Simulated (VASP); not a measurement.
# AlCo (Pm-3m) in VASP: further runs, part 2 of 2

VASP 6.6.1.

## (4) Single point, LDA+U, collinear spin, ferromagnetic start

This run uses another cell than the first one, of 11.21 Å³/atom.

File POSCAR:

```
AlCo
1.0
    2.8194032100      0.0000000000      0.0000000000
    0.0000000000      2.8194032100      0.0000000000
    0.0000000000      0.0000000000      2.8194032100
Co Al
1 1
Direct
    0.5000000000      0.5000000000      0.5000000000
    0.0000000000      0.0000000000      0.0000000000
```

File INCAR.step1:

```
SYSTEM = AlCo
  ALGO = Normal
  EDIFF = 1E-6
  ENCUT = 310
  GGA = CA
  GGA_COMPAT = .False.
  ISMEAR = 1
  ISPIN = 2
  LASPH = .True.
  LCHARG = .True.
  LDAU = .True.
  LDAUJ = 0 0
  LDAUL = 2 -1
  LDAUTYPE = 2
  LDAUU = 5 0
  LMAXMIX = 4
  LORBIT = 11
  LREAL = .False.
  LWAVE = .False.
  MAGMOM = 2 0
  NBANDS = 28
  NELM = 200
  PREC = Accurate
  SIGMA = 0.1
```

File KPOINTS.step1:

```
k-points
0
Gamma
  11 11 11
```

File INCAR.step2:

```
SYSTEM = AlCo
  ALGO = Normal
  EDIFF = 1E-6
  EMAX = 18.1309
  EMIN = -6.8691
  ENCUT = 310
  GGA = CA
  GGA_COMPAT = .False.
  ICHARG = 11
  ISMEAR = -5
  ISPIN = 2
  LASPH = .True.
  LCHARG = .False.
  LDAU = .True.
  LDAUJ = 0 0
  LDAUL = 2 -1
  LDAUTYPE = 2
  LDAUU = 5 0
  LMAXMIX = 4
  LORBIT = 11
  LREAL = .False.
  LWAVE = .False.
  MAGMOM = 2 0
  NBANDS = 28
  NEDOS = 2001
  NELM = 200
  PREC = Accurate
```

File KPOINTS.step2:

```
Automatic mesh
0
Gamma
  13 13 13
  0 0 0
```

Potentials or basis: VASP PAW LDA potentials, release 64 (Co, Al).

Launch:

```
cat potpaw_LDA.64/Co/POTCAR potpaw_LDA.64/Al/POTCAR > POTCAR
cp INCAR.step1 INCAR
cp KPOINTS.step1 KPOINTS
mpirun -np 1 vasp_std > vasp.out
cp INCAR.step2 INCAR
cp KPOINTS.step2 KPOINTS
mpirun -np 1 vasp_std > vasp.out
```

OUTCAR:

```text
SYSTEM = AlCo
   EDIFF = 1E-6
   EMIN = -6.8691
   ENCUT = 310
   GGA = CA
   ICHARG = 11
   ISMEAR = -5
   ISPIN = 2
   LASPH = .True.
   LORBIT = 11
   LREAL = .False.
   NELM = 200
   PREC = Accurate

 Found     84 irreducible k-points:

 Following reciprocal coordinates:
            Coordinates               Weight
  0.000000  0.000000  0.000000      1.000000
  0.076923  0.000000  0.000000      6.000000
  0.153846  0.000000  0.000000      6.000000
  0.230769  0.000000  0.000000      6.000000
  0.307692  0.000000  0.000000      6.000000
  0.384615  0.000000  0.000000      6.000000
   k-points           NKPTS =     84   k-points in BZ     NKDIM =     84   number of bands    NBANDS=     28
   number of dos      NEDOS =   2001   number of ions     NIONS =      2
   total plane-waves  NPLWV =   4096
   dimension x,y,z NGX =    16 NGY =   16 NGZ =   16
   dimension x,y,z NGXF=    32 NGYF=   32 NGZF=   32
   ions per type =               1   1
   NGX,Y,Z   is equivalent  to a cutoff of   9.43,  9.43,  9.43 a.u.
   NGXF,Y,Z  is equivalent  to a cutoff of  18.87, 18.87, 18.87 a.u.
 SYSTEM =  AlCo
   PREC   = accura    normal or accurate (medium, high low for compatibility)
   ISTART =      0    job   : 0-new  1-cont  2-samecut
   ICHARG =     11    charge: 1-file 2-atom 10-const
   ISPIN  =      2    spin polarized calculation?
   LNONCOLLINEAR =      F non collinear calculations
   LSORBIT =      F    spin-orbit coupling
   LASPH  =      T    aspherical Exc in radial PAW
   ENCUT  =  310.0 eV  22.78 Ry    4.77 a.u.   4.05  4.05  4.05*2*pi/ulx,y,z
   NELM   =    200;   NELMIN=  2; NELMDL=  0     # of ELM steps
   EDIFF  = 0.1E-05   stopping-criterion for ELM
   LREAL  =      F    real-space projection
   EDIFFG = 0.1E-04   stopping-criterion for IOM
   NSW    =      0    number of steps for IOM
   IBRION =     -1    ionic relax: 0-MD 1-quasi-New 2-CG
   NFREE  =      0    steps in history (QN), initial steepest desc. (CG)
   ISIF   =      2    stress and relaxation
   ISYM   =      2    0-nonsym 1-usesym 2-fastsym
   POTIM  = 0.5000    time-step for ionic-motion
   TEBEG  =    0.0;   TEEND  =   0.0 temperature during run

   SCALEE = 1.0000    scale energy and forces
   PSTRESS=    0.0 pullay stress
   NELECT =      12.0000    total number of electrons
   NUPDOWN=      -1.0000    fix difference up-down
   EMIN   =  -6.87;   EMAX   = 18.13  energy-range for DOS
   EFERMI =   0.00;   METHOD = LEGACY
   ISMEAR =    -5;   SIGMA  =   0.20  broadening in eV -4-tet -1-fermi 0-gaus
   EFERMI_NEDOS =   21; number of points for ismear=-14 and -15
   IALGO  =     38    algorithm
   IMIX   =      4    mixing-type and parameters
     AMIX     =   0.40;   BMIX     =  1.00
     AMIX_MAG =   1.60;   BMIX_MAG =  1.00
  volume/ion in A,a.u.               =      11.21        75.62
  Fermi-wavevector in a.u.,A,eV,Ry     =   1.329366  2.512138 24.044423  1.767215
  Thomas-Fermi vector in A             =   2.458534
   LORBIT       =     11    0 simple, 1 ext, 2 COOP (PROOUT), +10 PAW based schemes
 LDA+U is selected, type is set to LDAUTYPE =  2
   angular momentum for each species LDAUL =     2   -1
   U (eV)           for each species LDAUU =   5.0  0.0
   J (eV)           for each species LDAUJ =   0.0  0.0
   GGA     = CA    functional components
   LHFCALC =     F    Hartree Fock is set to
   AEXX    =    0.0000 exact exchange contribution
   IVDW    =     0    specifies the selected vdW correction
   LEPSILON=     F    determine dielectric tensor
   LRPA    =     F    only Hartree local field effects (RPA)

   CSHIFT  =0.1000    complex shift for real part using Kramers Kronig

   OMEGAMAX=  -1.0    maximum frequency
 spin polarized calculation
 Fermi weights with tetrahedron method with Bloechl corrections
  energy-cutoff  :      310.00
  volume of cell :       22.41
 maximum number of plane-waves:       290

 number of electron      11.9999947 magnetization       0.4847054

 Free energy of the ion-electron system (eV)
  ---------------------------------------------------
  ext. energy  EPLUGINS =         0.00000000
  ---------------------------------------------------
  free energy    TOTEN  =        -9.49365755 eV

  energy without entropy =       -9.49365755  energy(sigma->0) =       -9.49365755

 E-fermi :  10.1288     XC(G=0): -12.6397

 val. band max:       10.1466819567   @ k =   0.3846   0.3846   0.0769
 cond. band min:      10.1138467270   @ k =   0.3846   0.0769   0.0000
 fundamental gap:     -0.0328352297
 Fermi energy:        10.1287655575

 spin component 1

 k-point     1 :       0.0000    0.0000    0.0000
  band No.  band energies     occupation
      1      -0.4551      1.00000
      2       6.4122      1.00000
      3       6.4122      1.00000
      4       8.5629      1.00000
      5       8.5629      1.00000
      6       8.5629      1.00000
[... 10 lines left out ...]
     17      34.9043      0.00000
     18      34.9043      0.00000

 k-point     2 :       0.0769    0.0000    0.0000
  band No.  band energies     occupation
      1      -0.3405      1.00000
      2       6.4262      1.00000
      3       6.4399      1.00000
      4       8.5069      1.00000
      5       8.5069      1.00000
      6       8.5691      1.00000
[... 10 lines left out ...]
     17      35.3674      0.00000
     18      35.6610      0.00000

 k-point     3 :       0.1538    0.0000    0.0000
  band No.  band energies     occupation
      1       0.0002      1.00000
      2       6.4426      1.00000
      3       6.5179      1.00000
      4       8.3572      1.00000
      5       8.3572      1.00000
      6       8.5864      1.00000
[... 34 lines left out ...]
 k-point     5 :       0.3077    0.0000    0.0000
  band No.  band energies     occupation
      1       1.3164      1.00000
      2       6.0846      1.00000
      3       6.7538      1.00000
      4       7.9622      1.00000
      5       7.9622      1.00000
      6       8.6370      1.00000
[... 10 lines left out ...]
     17      32.3757      0.00000
     18      38.0530      0.00000

 k-point     6 :       0.3846    0.0000    0.0000
  band No.  band energies     occupation
      1       2.2490      1.00000
      2       5.4131      1.00000
      3       6.8592      1.00000
      4       7.8084      1.00000
      5       7.8084      1.00000
      6       8.6589      1.00000
[... 10 lines left out ...]
     17      34.6672      0.00000
     18      39.0350      0.00000

 [... further k-points ...]

 spin component 2

 k-point     1 :       0.0000    0.0000    0.0000
  band No.  band energies     occupation
      1      -0.5610      1.00000
      2       8.4673      1.00000
      3       8.4674      1.00000
      4       9.0352      1.00000
      5       9.0352      1.00000
      6       9.0352      1.00000
[... 10 lines left out ...]
     17      34.7644      0.00000
     18      34.7644      0.00000

 k-point     2 :       0.0769    0.0000    0.0000
  band No.  band energies     occupation
      1      -0.4464      1.00000
      2       8.4326      1.00000
      3       8.5062      1.00000
      4       8.9735      1.00000
      5       8.9735      1.00000
      6       9.0419      1.00000
[... 10 lines left out ...]
     17      35.5336      0.00000
     18      35.5336      0.00000

 k-point     3 :       0.1538    0.0000    0.0000
  band No.  band energies     occupation
      1      -0.1049      1.00000
      2       8.2742      1.00000
      3       8.6164      1.00000
      4       8.8095      1.00000
      5       8.8096      1.00000
      6       9.0606      1.00000
[... 34 lines left out ...]
 k-point     5 :       0.3077    0.0000    0.0000
  band No.  band energies     occupation
      1       1.2259      1.00000
      2       6.9989      1.00000
      3       8.3825      1.00000
      4       8.3825      1.00000
      5       8.9601      1.00000
      6       9.1154      1.00000
[... 10 lines left out ...]
     17      32.2592      0.00000
     18      37.9897      0.00000

 k-point     6 :       0.3846    0.0000    0.0000
  band No.  band energies     occupation
      1       2.1844      1.00000
      2       5.8369      1.00000
      3       8.2179      1.00000
      4       8.2179      1.00000
      5       9.1194      1.00000
      6       9.1392      1.00000
[... 10 lines left out ...]
     17      34.6741      0.00000
     18      38.9767      0.00000

 [... further k-points ...]

 [bands above 18 left out]

------------------------ aborting loop because EDIFF is reached ----------------------------------------

  FORCE on cell =-STRESS in cart. coord.  units (eV):
  Direction    XX          YY          ZZ          XY          YZ          ZX
  --------------------------------------------------------------------------------------
  -------------------------------------------------------------------------------------
  Total       -1.4233466     -1.4233466     -1.4233466     -0.0000000     -0.0000000     -0.0000000
  in kB     -101.7535768   -101.7535768   -101.7535768     -0.0000000     -0.0000000     -0.0000000
  external PRESSURE =    -101.7535768 kB  Pullay stress =       0.0000000 kB

 VOLUME and BASIS-vectors are now :
 -----------------------------------------------------------------------------
  energy-cutoff  :      310.00
  volume of cell :       22.41
      direct lattice vectors                 reciprocal lattice vectors
     2.819403210  0.000000000  0.000000000     0.354684990  0.000000000  0.000000000
     0.000000000  2.819403210  0.000000000     0.000000000  0.354684990  0.000000000
     0.000000000  0.000000000  2.819403210     0.000000000  0.000000000  0.354684990

 POSITION                                       TOTAL-FORCE (eV/Angst)
 -----------------------------------------------------------------------------------
      1.40970      1.40970      1.40970         0.000000      0.000000      0.000000
      0.00000      0.00000      0.00000         0.000000      0.000000      0.000000
 -----------------------------------------------------------------------------------
    total drift:                                0.000000      0.000000      0.000000

  FREE ENERGIE OF THE ION-ELECTRON SYSTEM (eV)
  ---------------------------------------------------
  free  energy   TOTEN  =        -9.4936575478 eV

  energy  without entropy=       -9.4936575478  energy(sigma->0) =       -9.49365755

 total charge

# of ion       s       p       d       tot
------------------------------------------
    1        0.447   0.509   7.707   8.663
    2        0.399   0.441   0.000   0.840
--------------------------------------------------
tot          0.847   0.949   7.707   9.503

 magnetization (x)

# of ion       s       p       d       tot
------------------------------------------
    1       -0.008  -0.038   0.697   0.651
    2       -0.007  -0.027   0.000  -0.035
--------------------------------------------------
tot         -0.016  -0.066   0.697   0.616
```

Wall time 30 s (1 thread of Intel Xeon 6975P-C (Granite Rapids), shared host); peak memory 0.14 GiB.

What came out:

- Net moment: 0.48 μB per cell
- Site moments: Co +0.65; Al -0.04 μB
- Valence electrons inside the program's atomic spheres: Co 8.66; Al 0.84
- Density of states at the Fermi level: 0.42 states/eV/atom

Caveat: the cutoff is under 1.25 times the usual one of these potentials, so pressure, stress and relaxed cells hold a basis-set (Pulay) error; the U is typed as a test and isn't derived for this compound; tetrahedron occupations give inexact forces and stress in metals.

## (5) Single point, LDA+U, collinear spin, ferromagnetic start

This run uses another cell than the first one, of 11.21 Å³/atom.

POSCAR is that of step 4.

INCAR.step1: that of step 4 with these lines changed.

```diff
@@ -3,3 +3,3 @@
   EDIFF = 1E-6
-  ENCUT = 310
+  ENCUT = 540
   GGA = CA
```

KPOINTS.step1 is that of step 4.

INCAR.step2: that of step 4 with these lines changed.

```diff
@@ -3,5 +3,5 @@
   EDIFF = 1E-6
-  EMAX = 18.1309
-  EMIN = -6.8691
-  ENCUT = 310
+  EMAX = 18.1104
+  EMIN = -6.8896
+  ENCUT = 540
   GGA = CA
@@ -24,3 +24,3 @@
   NBANDS = 28
-  NEDOS = 2001
+  NEDOS = 4001
   NELM = 200
```

File KPOINTS.step2:

```
Automatic mesh
0
Gamma
  28 28 28
  0 0 0
```

Launch:

```
cat potpaw_LDA.64/Co/POTCAR potpaw_LDA.64/Al/POTCAR > POTCAR
cp INCAR.step1 INCAR
cp KPOINTS.step1 KPOINTS
mpirun -np 1 vasp_std > vasp.out
cp INCAR.step2 INCAR
cp KPOINTS.step2 KPOINTS
mpirun -np 1 vasp_std > vasp.out
```

Wall time 5.9 min (1 thread of Intel Xeon 6975P-C (Granite Rapids), shared host); peak memory 0.73 GiB.

It converged, with:

| Property | Result |
| --- | --- |
| Net moment | 0.49 μB per cell |
| Site moments | Co +0.68; Al -0.03 μB |
| Valence electrons inside the program's atomic spheres | Co 8.70; Al 0.84 |
| Density of states at the Fermi level | 0.40 states/eV/atom |

Levels at points of the mesh, in eV from the Fermi level:
Spin up:
| k point | band 2 | band 3 | band 4 | band 5 | band 6 | band 7 | band 8 | band 9 | band 10 | band 11 |
| --- | --- | --- | --- | --- | --- | --- | --- | --- | --- | --- |
| (0.00, 0.00, 0.00) | -3.72 | -3.72 | -1.57 | -1.57 | -1.57 | 6.78 | 6.78 | 6.78 | 9.08 | 9.08 |
| (0.50, 0.00, 0.00) | -6.18 | -3.21 | -2.42 | -2.42 | -1.46 | -0.41 | 9.15 | 11.48 | 11.48 | 12.09 |
| (0.50, 0.50, 0.00) | -3.52 | -2.23 | -2.23 | -2.00 | -2.00 | -1.08 | 2.72 | 3.50 | 13.56 | 16.09 |
Spin down:
```csv
k point,band 3,band 4,band 5,band 6,band 7,band 8,band 9,band 10
"(0.00, 0.00, 0.00)",-1.64,-1.10,-1.10,-1.10,6.67,6.67,6.67,9.83
"(0.50, 0.00, 0.00)",-2.01,-2.01,-0.98,-0.88,1.95,8.97,11.40,11.40
"(0.50, 0.50, 0.00)",-2.12,-1.93,-1.81,-1.81,1.61,3.75,3.81,13.41
```

Caveat: the U is typed as a test and isn't derived for this compound; tetrahedron occupations give inexact forces and stress in metals. The state reached can hang on the start; a lower one may exist.

## (6) The runs side by side

```tsv
task	level	potentials or basis	U	cell	k mesh	cutoff (eV)	smearing	purpose	passes	K density	gap on the mesh (eV)	pressure (GPa)	moment (μB)	relaxed volume (Å³/atom)
relaxation of cell and atoms	PBE+U	VASP PAW PBE potentials, release 64 (Co, Al)	Co d U = 3 eV	relaxed from a = 2.847 Å, 2 atoms	13 × 13 × 13	710	methfessel-paxton 0.05 eV	cell	3	-	none	0.0	0.39	11.48
relaxation of cell and atoms	PBE+U	VASP PAW PBE potentials, release 64 (Co, Al)	Co d U = 3 eV	relaxed from a = 2.847 Å, 2 atoms	13 × 13 × 13	470	methfessel-paxton 0.1 eV	cell	1	-	none	-0.1	0.38	11.47
single point	LDA+U	VASP PAW LDA potentials, release 64 (Co, Al)	Co d U = 5 eV	a = 2.819 Å, 2 atoms	13 × 13 × 13	310	tetrahedron 0.1 eV	density of states	-	11 × 11 × 11	none	-	0.48	-
single point	LDA+U	VASP PAW LDA potentials, release 64 (Co, Al)	Co d U = 5 eV	a = 2.819 Å, 2 atoms	28 × 28 × 28	540	tetrahedron 0.1 eV	density of states	-	11 × 11 × 11	none	-	0.49	-
```

Alike in all rows: spin collinear, ferromagnetic start.

Caveats: the U is typed as a test and isn't derived for this compound; tetrahedron occupations give inexact forces and stress in metals (at least some runs); the cutoff is under 1.25 times the usual one of these potentials, so pressure, stress and relaxed cells hold a basis-set (Pulay) error (at least some runs).

Absolute energies hang on the potentials; compare differences alone.
